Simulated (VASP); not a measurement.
# Al2Ru (Fddd) in VASP: notebook

Al2Ru is run at these levels: LDA; tasks: single point.

Everything below comes from runs of VASP 6.6.1. Logs are shortened: lines on timing, memory, paths and dates and some standing lists are left out, and cuts for length are marked.

### Step 1. The cell of the first run

Symmetry: Fddd, No. 70, orthorhombic system. Conventional cell: a = 4.855 Å, b = 7.758 Å, c = 8.529 Å, α = 90.00°, β = 90.00°, γ = 90.00°. Within 3.3 Å of Al (site symmetry 2) lie 5 Ru at 2.53 to 2.77 Å and 9 Al at 2.56 to 3.13 Å. Ru (site symmetry 222) has 10 Al at 2.53 to 2.77 Å and 4 Ru at 3.13 Å within 3.3 Å.

### Step 2. Single point, LDA (13.39 Å³/atom)

File INCAR:

```
SYSTEM = Al2Ru
  ALGO = Normal
  EDIFF = 1E-7
  ENCUT = 520
  GGA = CA
  ISIF = 2
  ISMEAR = 0
  LASPH = .True.
  LCHARG = .False.
  LREAL = .False.
  LWAVE = .False.
  NBANDS = 29
  NELM = 100
  PREC = Accurate
  SIGMA = 0.03
```

File KPOINTS:

```
k-points
0
Gamma
  10 10 10
  0 0 0
```

File POSCAR:

```
Al2Ru
1.0
    0.0000000000      3.8792177944      4.2647167138
    2.4275396675      0.0000000000      4.2647167138
    2.4275396675      3.8792177944      0.0000000000
Al Ru
4 2
Direct
    0.0788992938      0.4211007062      0.0788992938
    0.4211007062      0.0788992938      0.4211007062
    0.1711007062      0.8288992938      0.1711007062
    0.8288992938      0.1711007062      0.8288992938
    0.7500000000      0.7500000000      0.7500000000
    0.5000000000      0.5000000000      0.5000000000
```

Potentials or basis: VASP PAW LDA potentials, release 64 (Al, Ru_pv).

The run is started by

```console
$ cat potpaw_LDA.64/Al/POTCAR potpaw_LDA.64/Ru_pv/POTCAR > POTCAR
$ mpirun -np 1 vasp_std > vasp.out
```

OUTCAR:

```text
SYSTEM = Al2Ru
   EDIFF = 1E-7
   ENCUT = 520
   GGA = CA
   ISIF = 2
   ISMEAR = 0
   LASPH = .True.
   LREAL = .False.
   NELM = 100
   PREC = Accurate

 ion  position               nearest neighbor table
   1  0.079  0.421  0.079-   6 2.53   6 2.53   5 2.55   3 2.56   3 2.56   2 2.65   2 2.72   2 2.72
                             5 2.77   5 2.77   4 3.13   4 3.13   4 3.13   4 3.13
   2  0.421  0.079  0.421-   6 2.53   6 2.53   5 2.55   4 2.56   4 2.56   1 2.65   1 2.72   1 2.72
                             5 2.77   5 2.77   3 3.13   3 3.13   3 3.13   3 3.13
   3  0.171  0.829  0.171-   5 2.53   5 2.53   6 2.55   1 2.56   1 2.56   4 2.65   4 2.72   4 2.72
                             6 2.77   6 2.77   2 3.13   2 3.13   2 3.13   2 3.13
   4  0.829  0.171  0.829-   5 2.53   5 2.53   6 2.55   2 2.56   2 2.56   3 2.65   3 2.72   3 2.72
                             6 2.77   6 2.77   1 3.13   1 3.13   1 3.13   1 3.13
   5  0.750  0.750  0.750-   4 2.53   3 2.53   4 2.53   3 2.53   1 2.55   2 2.55   2 2.77   2 2.77
                             1 2.77   1 2.77   6 3.13   6 3.13   6 3.13   6 3.13
   6  0.500  0.500  0.500-   1 2.53   2 2.53   1 2.53   2 2.53   3 2.55   4 2.55   3 2.77   3 2.77
                             4 2.77   4 2.77   5 3.13   5 3.13   5 3.13   5 3.13

  LATTYP: Found a face centered orthorhombic cell.
 ALAT       =     4.8550793350
 B/A-ratio  =     1.5980038746
 C/A-ratio  =     1.7568061898

  Lattice vectors:

 A1 = (   0.0000000000,   3.8792177944,   4.2647167138)
 A2 = (   2.4275396675,   0.0000000000,   4.2647167138)
 A3 = (   2.4275396675,   3.8792177944,   0.0000000000)

Analysis of symmetry for initial positions (statically):
=====================================================================
 Subroutine PRICEL returns:
 Original cell was already a primitive cell.

 Routine SETGRP: Setting up the symmetry group for a
 face centered orthorhombic supercell.

 Subroutine GETGRP returns: Found  8 space group operations
 (whereof  4 operations were pure point group operations)
 out of a pool of  8 trial point group operations.

The static configuration has the point symmetry D_2 .
 The point group associated with its full space group is D_2h.

Analysis of symmetry for dynamics (positions and initial velocities):
=====================================================================
 Subroutine PRICEL returns:
 Original cell was already a primitive cell.

 Routine SETGRP: Setting up the symmetry group for a
 face centered orthorhombic supercell.

 Subroutine GETGRP returns: Found  8 space group operations
 (whereof  4 operations were pure point group operations)
 out of a pool of  8 trial point group operations.

The dynamic configuration has the point symmetry D_2 .
 The point group associated with its full space group is D_2h.

 Subroutine INISYM returns: Found  8 space group operations
 (whereof  4 operations are pure point group operations),
 and found     1 'primitive' translations

----------------------------------------------------------------------------------------

                                     Primitive cell

  volume of cell :      80.3213

  direct lattice vectors                    reciprocal lattice vectors
     0.000000000  3.879217794  4.264716714    -0.205969858  0.128891964  0.117241082
     2.427539668  0.000000000  4.264716714     0.205969858 -0.128891964  0.117241082
     2.427539668  3.879217794  0.000000000     0.205969858  0.128891964 -0.117241082

  length of vectors
     5.765079301  4.907214840  4.576164282     0.269781749  0.269781749  0.269781749

  position of ions in fractional coordinates (direct lattice)
     0.078899294  0.421100706  0.078899294
     0.421100706  0.078899294  0.421100706
     0.171100706  0.828899294  0.171100706
     0.828899294  0.171100706  0.828899294
     0.750000000  0.750000000  0.750000000
     0.500000000  0.500000000  0.500000000

  ion indices of the primitive-cell ions
   primitive index   ion index
                 1           1
                 2           2
                 3           3
                 4           4
                 5           5
                 6           6

----------------------------------------------------------------------------------------

 KPOINTS: k-points

Automatic generation of k-mesh.
 Grid dimensions read from file:
 generate k-points for:   10   10   10

 Generating k-lattice:

  Cartesian coordinates                     Fractional coordinates (reciprocal lattice)
    -0.020596986  0.012889196  0.011724108     0.100000000  0.000000000  0.000000000
     0.020596986 -0.012889196  0.011724108    -0.000000000  0.100000000 -0.000000000
     0.020596986  0.012889196 -0.011724108     0.000000000  0.000000000  0.100000000

  Length of vectors
     0.026978175  0.026978175  0.026978175

  Shift w.r.t. Gamma in fractional coordinates (k-lattice)
     0.000000000  0.000000000  0.000000000

 Subroutine IBZKPT returns following result:
 ===========================================

 Found    171 irreducible k-points:

 Following reciprocal coordinates:
            Coordinates               Weight
  0.000000  0.000000  0.000000      1.000000
  0.100000  0.000000  0.000000      8.000000
  0.200000  0.000000  0.000000      8.000000
  0.300000  0.000000  0.000000      8.000000
  0.400000  0.000000  0.000000      8.000000
  0.500000  0.000000  0.000000      4.000000
[... 16 lines left out ...]
  0.300000  0.300000  0.000000      2.000000
  0.400000  0.300000  0.000000      8.000000
 [... further k-points ...]
   k-points           NKPTS =    171   k-points in BZ     NKDIM =    171   number of bands    NBANDS=     29
   number of dos      NEDOS =    301   number of ions     NIONS =      6
   total plane-waves  NPLWV =  62208
   dimension x,y,z NGX =    48 NGY =   36 NGZ =   36
   dimension x,y,z NGXF=    96 NGYF=   72 NGZF=   72
   ions per type =               4   2
   NGX,Y,Z   is equivalent  to a cutoff of  13.84, 12.20, 13.08 a.u.
   NGXF,Y,Z  is equivalent  to a cutoff of  27.68, 24.39, 26.16 a.u.
 SYSTEM =  Al2Ru
   PREC   = accura    normal or accurate (medium, high low for compatibility)
   ISTART =      0    job   : 0-new  1-cont  2-samecut
   ICHARG =      2    charge: 1-file 2-atom 10-const
   ISPIN  =      1    spin polarized calculation?
   LNONCOLLINEAR =      F non collinear calculations
   LSORBIT =      F    spin-orbit coupling
   LASPH  =      T    aspherical Exc in radial PAW
   ENCUT  =  520.0 eV  38.22 Ry    6.18 a.u.  10.72  9.12  8.51*2*pi/ulx,y,z
   NELM   =    100;   NELMIN=  2; NELMDL= -5     # of ELM steps
   EDIFF  = 0.1E-06   stopping-criterion for ELM
   LREAL  =      F    real-space projection
   EDIFFG = 0.1E-05   stopping-criterion for IOM
   NSW    =      0    number of steps for IOM
   IBRION =     -1    ionic relax: 0-MD 1-quasi-New 2-CG
   NFREE  =      0    steps in history (QN), initial steepest desc. (CG)
   ISIF   =      2    stress and relaxation
   ISYM   =      2    0-nonsym 1-usesym 2-fastsym
   POTIM  = 0.5000    time-step for ionic-motion
   TEBEG  =    0.0;   TEEND  =   0.0 temperature during run
   PSTRESS=    0.0 pullay stress
   NELECT =      40.0000    total number of electrons
   NUPDOWN=      -1.0000    fix difference up-down
   EMIN   =  10.00;   EMAX   =-10.00  energy-range for DOS
   EFERMI =   0.00;   METHOD = LEGACY
   ISMEAR =     0;   SIGMA  =   0.03  broadening in eV -4-tet -1-fermi 0-gaus
   EFERMI_NEDOS =   21; number of points for ismear=-14 and -15
   IALGO  =     38    algorithm
   IMIX   =      4    mixing-type and parameters
     AMIX     =   0.40;   BMIX     =  1.00
     AMIX_MAG =   1.60;   BMIX_MAG =  1.00
  volume/ion in A,a.u.               =      13.39        90.34
  Fermi-wavevector in a.u.,A,eV,Ry     =   1.297631  2.452167 22.910124  1.683847
  Thomas-Fermi vector in A             =   2.429011
   LORBIT       =      0    0 simple, 1 ext, 2 COOP (PROOUT), +10 PAW based schemes
   GGA     = CA    functional components
   LHFCALC =     F    Hartree Fock is set to
   AEXX    =    0.0000 exact exchange contribution
   IVDW    =     0    specifies the selected vdW correction
   LEPSILON=     F    determine dielectric tensor
   LRPA    =     F    only Hartree local field effects (RPA)
 non-spin polarized calculation
 Gauss-broadening in eV      SIGMA  =   0.03
  energy-cutoff  :      520.00
  volume of cell :       80.32
 maximum number of plane-waves:      2196
 NGX is ok and might be reduce to    48
   NGX = 21   NGY = 19   NGZ = 17

 number of electron      40.0000002 magnetization

 Free energy of the ion-electron system (eV)
  ---------------------------------------------------
  ext. energy  EPLUGINS =         0.00000000
  ---------------------------------------------------
  free energy    TOTEN  =       -42.22827956 eV

  energy without entropy =      -42.22827956  energy(sigma->0) =      -42.22827956

 E-fermi :  10.7714     XC(G=0): -12.2302

 val. band max:       10.6272673524   @ k =   0.0000   0.0000   0.0000
 cond. band min:      10.9785648172   @ k =   0.0000   0.4000   0.4000
 fundamental gap:      0.3512974649
 Fermi energy:        10.7714384841

 k-point     1 :       0.0000    0.0000    0.0000
  band No.  band energies     occupation
      1     -31.6812      2.00000
      2     -31.6002      2.00000
      3     -31.5746      2.00000
      4     -31.5570      2.00000
      5     -31.5391      2.00000
      6     -31.5166      2.00000
[... 21 lines left out ...]
     28      14.7626      0.00000
     29      15.7548      0.00000

 k-point     2 :       0.1000    0.0000    0.0000
  band No.  band energies     occupation
      1     -31.6801      2.00000
      2     -31.6025      2.00000
      3     -31.5753      2.00000
      4     -31.5555      2.00000
      5     -31.5389      2.00000
      6     -31.5169      2.00000
[... 696 lines left out ...]
 k-point    24 :       0.4000    0.3000    0.0000
  band No.  band energies     occupation
      1     -31.6543      2.00000
      2     -31.6100      2.00000
      3     -31.5917      2.00000
      4     -31.5745      2.00000
      5     -31.5267      2.00000
      6     -31.5152      2.00000
[... 21 lines left out ...]
     28      16.0026      0.00000
     29      16.8741      0.00000

 [... further k-points ...]

------------------------ aborting loop because EDIFF is reached ----------------------------------------

  FORCE on cell =-STRESS in cart. coord.  units (eV):
  Direction    XX          YY          ZZ          XY          YZ          ZX
  --------------------------------------------------------------------------------------
  -------------------------------------------------------------------------------------
  Total       -5.2890978      3.4069556      3.1186130      0.0000000      0.0000000      0.0000000
  in kB     -105.5021950     67.9589049     62.2073042      0.0000000      0.0000000      0.0000000
  external PRESSURE =       8.2213380 kB  Pullay stress =       0.0000000 kB

 VOLUME and BASIS-vectors are now :
 -----------------------------------------------------------------------------
  energy-cutoff  :      520.00
  volume of cell :       80.32
      direct lattice vectors                 reciprocal lattice vectors
     0.000000000  3.879217794  4.264716714    -0.205969858  0.128891964  0.117241082
     2.427539668  0.000000000  4.264716714     0.205969858 -0.128891964  0.117241082
     2.427539668  3.879217794  0.000000000     0.205969858  0.128891964 -0.117241082

 POSITION                                       TOTAL-FORCE (eV/Angst)
 -----------------------------------------------------------------------------------
      1.21377      0.61214      2.13236         0.000000     -0.244665     -0.000000
      1.21377      3.26708      2.13236         0.000000      0.244665     -0.000000
      2.42754      1.32747      4.26472        -0.000000      0.244665      0.000000
      2.42754      6.43096      4.26472        -0.000000     -0.244665      0.000000
      3.64131      5.81883      6.39708         0.000000      0.000000      0.000000
      2.42754      3.87922      4.26472        -0.000000      0.000000     -0.000000
 -----------------------------------------------------------------------------------
    total drift:                               -0.000000     -0.000000     -0.000000

  FREE ENERGIE OF THE ION-ELECTRON SYSTEM (eV)
  ---------------------------------------------------
  free  energy   TOTEN  =       -42.2282795627 eV

  energy  without entropy=      -42.2282795627  energy(sigma->0) =      -42.22827956
```

It took 3.9 min on 1 thread of Intel Xeon Platinum 8488C (Sapphire Rapids), shared host; peak memory 0.43 GiB.

What came out:

* Free energy: -42.2283 eV
* Pressure: 0.8 GPa
* Largest force: 0.245 eV/Å
* Band gap on the k mesh: 0.35 eV (least direct gap 1.21 eV)

Forces on the atoms (eV/Å):
```
Al   0.000 -0.245  0.000
Al   0.000  0.245  0.000
Al   0.000  0.245  0.000
Al   0.000 -0.245  0.000
Ru   0.000  0.000  0.000
Ru   0.000  0.000  0.000
```

Caveat: the stress differs along the axes, from -11 to 7 GPa. A k mesh can miss the band edges.

(Continued in part 2 of 2.)
